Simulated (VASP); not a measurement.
Write the native input for VASP 6.6.1 that does the following.

```yaml
Task: relaxation of cell and atoms
Functional: PBE
Potentials_or_basis: VASP PAW PBE potentials, release 64 (Ca_sv, O)
Cutoff: 600 eV
k_mesh: 8 × 8 × 8
Occupations: gaussian, width 0.02 eV
Spin: no spin polarisation
Dipole_correction: no
Further_INCAR_settings: ALGO = Normal; EDIFF = 1e-06; IBRION = 2; EDIFFG = -0.01; NSW = 100; ISIF = 3
```

The structure of CaO lies in POSCAR:

```
CaO
1.0
    0.0000000000      2.5875630900      2.5875630900
    2.5875630900      0.0000000000      2.5875630900
    2.5875630900      2.5875630900      0.0000000000
Ca O
1 1
Direct
    0.0000000000      0.0000000000      0.0000000000
    0.2500000000      0.2500000000      0.2500000000
```

These files were run (other wordings do the same):

INCAR

```
SYSTEM = CaO
PREC = Accurate ; ENCUT = 600
EDIFF = 1E-6 ; ISMEAR = 0
SIGMA = 0.02 ; LREAL = .FALSE.
LASPH = .TRUE. ; NELM = 80
ALGO = Normal ; ISIF = 3
LWAVE = .FALSE. ; LCHARG = .FALSE.
GGA = PE ; IBRION = 2
NSW = 100 ; EDIFFG = -0.01
```

KPOINTS

```
regular mesh
0
G
  8 8 8
  0 0 0
```

Potentials or basis: VASP PAW PBE potentials, release 64 (Ca_sv, O).

Command:

```bash
$ cat potpaw_PBE.64/Ca_sv/POTCAR potpaw_PBE.64/O/POTCAR > POTCAR
$ mpirun -np 1 vasp_std > vasp.out
```

It gave:

* Relaxed volume: 18.11 Å³/atom
* Relaxed cell: a = 3.714 Å, b = 3.714 Å, c = 3.714 Å, α = 60.00°, β = 60.00°, γ = 60.00°
* Space group after relaxing (to 0.05 Å): F-43m (No. 216)
* Energy gained by relaxing: 8.7 meV/atom
* Ionic steps: 3
* Pressure after relaxing: 0.0 GPa
* Band gap on the k mesh: 3.25 eV, indirect (least direct gap 3.84 eV)

Wall time 55 s on 1 thread of AMD EPYC 7R13 Processor (Zen 3), with other jobs on the host, peak memory 0.15 GiB.
